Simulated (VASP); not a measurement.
A run of VASP 6.6.1 is set up as follows.

Contents of POSCAR:

```
CdTe
1.0
    0.0000000000      3.0886830026      3.5230891775
    3.0886830026      0.0000000000      3.5230891775
    3.0886830026      3.0886830026      0.0000000000
Cd Te
1 1
Direct
    0.0000000000      0.0000000000      0.0000000000
    0.2500000000      0.2500000000      0.2500000000
```

INCAR.step1

```
SYSTEM = CdTe
PREC = Accurate
ENCUT = 520
EDIFF = 1E-5
ISMEAR = 0
SIGMA = 0.01
LREAL = .False.
LASPH = .True.
NELM = 80
ALGO = Normal
ISIF = 2
LWAVE = .True.
LCHARG = .False.
NBANDS = 16
GGA = PE
```

The input INCAR.step2:

```
SYSTEM = CdTe
PREC = Accurate
ENCUT = 520
EDIFF = 1E-6
ISMEAR = 0
SIGMA = 0.01
LREAL = .False.
LASPH = .True.
NELM = 80
ALGO = Normal
ISIF = 2
LWAVE = .False.
LCHARG = .False.
GGA = PE
LHFCALC = .True.
HFSCREEN = 0.2079
PRECFOCK = Normal
NBANDS = 16
ISTART = 1
```

KPOINTS

```
regular mesh
0
Gamma
  4 4 4
  0 0 0
```

Potentials or basis: VASP PAW PBE potentials, release 64 (Cd, Te).

Run with:

```sh
$ cat potpaw_PBE.64/Cd/POTCAR potpaw_PBE.64/Te/POTCAR > POTCAR
$ cp INCAR.step1 INCAR
$ mpirun -np 1 vasp_std > vasp.out
$ cp INCAR.step2 INCAR
$ mpirun -np 1 vasp_std > vasp.out
```

(1) Predict the pressure.

(2) What does it give for the band gap on the k mesh?

## Answers

(1) 2.1 GPa.

(2) 1.34 eV.

Caveat: the k points lie up to 0.42 Å⁻¹ apart; the cell differs from its parent crystal (epitaxial xy strain -5.8%); the PAW data sets were made with another functional, which shifts forces and pressure a little; spin-orbit coupling is left out, which moves the levels of the heavy elements.
